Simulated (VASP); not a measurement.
Rh: electric field gradients with PBE

The system is Rh.

```xyz
1
Lattice="-0.0190 1.8920 1.8920 1.8920 -0.0190 1.8920 1.8920 1.8920 -0.0190" Properties=species:S:1:pos:R:3 pbc="T T T"
Rh    0.0000    0.0000    0.0000
```

This cell differs from its parent crystal: equal xy, yz and zx shear strains of -1 %.

```yaml
Program: VASP 6.6.1
Task: electric field gradients
Functional: PBE
Potentials_or_basis: VASP PAW PBE potentials, release 64 (Rh_pv)
Cutoff: 520 eV
k_mesh: 16 × 16 × 16
Occupations: fermi-dirac, width 0.08 eV
Spin: no spin polarisation
Dipole_correction: no
Further_INCAR_settings: ALGO = Normal; EDIFF = 1e-08; NBANDS = 14
```

| Quantity | Value |
| --- | --- |
| Pressure | 6.2 GPa |
| Band gap on the k mesh | zero (an odd number of electrons rules out a gap without spin polarisation) |
| Largest electric field gradient by atom | Rh -1.6 V/Å² |

Stress tensor (GPa, compression positive):
```
6.17 2.02 2.02
2.02 6.17 2.02
2.02 2.02 6.17
```

Levels at points of the mesh, in eV from the Fermi level:
```
           k point  band 4  band 5  band 6  band 7  band 8  band 9  band 10  band 11
(0.00, 0.00, 0.00)   -7.95   -3.13   -3.13   -2.94   -0.98   -0.98    16.00    20.55
(0.50, 0.00, 0.00)   -6.11   -3.25   -3.03    0.51    0.62    0.69     8.58    15.55
(0.50, 0.50, 0.00)   -6.31   -5.94    0.54    0.99    1.01    3.27    12.28    13.14
(0.50, 0.50, 0.50)   -6.11   -3.17   -3.17    0.61    0.61    0.90     8.88    15.38
```

Electric field gradients, principal values (V/Å²):
```
atom  least  middle  greatest (by size)
1 Rh  0.806   0.806              -1.612
```

It took 53 s on 1 thread of Intel Xeon 8259CL (shared host), peak memory 0.18 GiB.

Caveat: the cell differs from its parent crystal (equal xy, yz and zx shear strains of -1 %); the cell stands under pressure; without QUAD_EFG the Cq values of the log hold for a quadrupole moment of 1 mb, not for the nuclei.
